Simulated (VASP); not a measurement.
A run of VASP 6.6.1:

File INCAR:

```
SYSTEM = Ti
ALGO = Fast ; EDIFF = 1E-6
ENCUT = 520 ; GGA = PS
ISIF = 2 ; ISMEAR = 0
LASPH = .TRUE. ; LCHARG = .FALSE.
LREAL = .FALSE. ; LWAVE = .FALSE.
NBANDS = 19 ; NELM = 80
PREC = Accurate ; SIGMA = 0.15
```

The input KPOINTS:

```
k-points
0
G
  24 24 24
  0 0 0
```

File POSCAR:

```
Ti
1.0
    0.0000000000     -2.0279211515     -2.0279211515
   -2.0279211515      0.0000000000     -2.0279211515
    2.0279211515      2.0279211515     -4.0558423031
Ti
2
Direct
    0.5000000000      0.5000000000      0.5000000000
    0.0000000000      0.0000000000      0.0000000000
```

Potentials or basis: VASP PAW PBE potentials, release 64 (Ti_sv).

Run with:

```console
$ cat potpaw_PBE.64/Ti_sv/POTCAR > POTCAR
$ mpirun -np 1 vasp_std > vasp.out
```

Hardware: 1 thread of Intel(R) Xeon(R) Platinum 8488C (Sapphire Rapids), on a shared host.

How long does it take, and how much memory?

Run time: 24 min on 1 thread of Intel(R) Xeon(R) Platinum 8488C (Sapphire Rapids), with other jobs on the host, peak memory 0.73 GiB. Counts: scf iterations 36, k points 1313.
